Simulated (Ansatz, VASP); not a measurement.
## Re: VASP beside Ansatz

The input INCAR:

```
SYSTEM = Re
PREC = Accurate
ENCUT = 520
EDIFF = 1E-8
ISMEAR = -1
SIGMA = 0.03
LREAL = .FALSE.
LASPH = .TRUE.
NELM = 100
ALGO = Normal
ISIF = 2
LWAVE = .FALSE.
LCHARG = .FALSE.
GGA = CA
LEFG = .TRUE.
NBANDS = 10
```

The input KPOINTS:

```
regular mesh
0
G
  14 14 14
  0 0 0
```

File POSCAR:

```
Re
1.0
    0.0000000000      1.9346825647      1.9346825647
    1.9346825647      0.0000000000      1.9346825647
    1.9346825647      1.9346825647      0.0000000000
Re
1
Direct
    0.0000000000      0.0000000000      0.0000000000
```

Input for Ansatz:

```yaml
crystal:
  lattice:
    - [0.0, 1.9346825647, 1.9346825647]
    - [1.9346825647, 0.0, 1.9346825647]
    - [1.9346825647, 1.9346825647, 0.0]
  atoms:
    - { symbol: Re, position: [0.0, 0.0, 0.0] }
kpoints:
  mp_grid: { grid: [14, 14, 14] }
scf:
  occupations: { method: fermi_dirac, width: 0.03 }
hamiltonian:
  xc: lda
  pseudopotentials: { kind: all_electron, datasets: crystal }
output:
  forces: true
  stress: true
  eigenvalues: true
  efg: { contact_densities: true }
```

Change from the starting cell: volume scaled by 0.94, crystal datasets.

Alike in both runs: task electric field gradients; functional LDA; k mesh 14 × 14 × 14; occupations fermi-dirac, width 0.03 eV; no spin polarisation.

|  | VASP | Ansatz |
| --- | --- | --- |
| version | VASP 6.6.1 | Ansatz 0.2.0 |
| potentials or method | VASP PAW LDA potentials, release 64 (Re), cutoff 520 eV | all-electron PAW with datasets made for the crystal, scalar-relativistic |

VASP gave:

```
pressure (GPa) : -1.7
```

Problem. Estimate Ansatz's values.

Solution. Pressure (GPa): -3.1.

LDA's correlation is that of Perdew and Zunger in VASP and of Perdew and Wang (1992) in Ansatz. Ansatz ran all-electron here, and VASP with PAW potentials.

Neither program's run includes spin-orbit coupling.
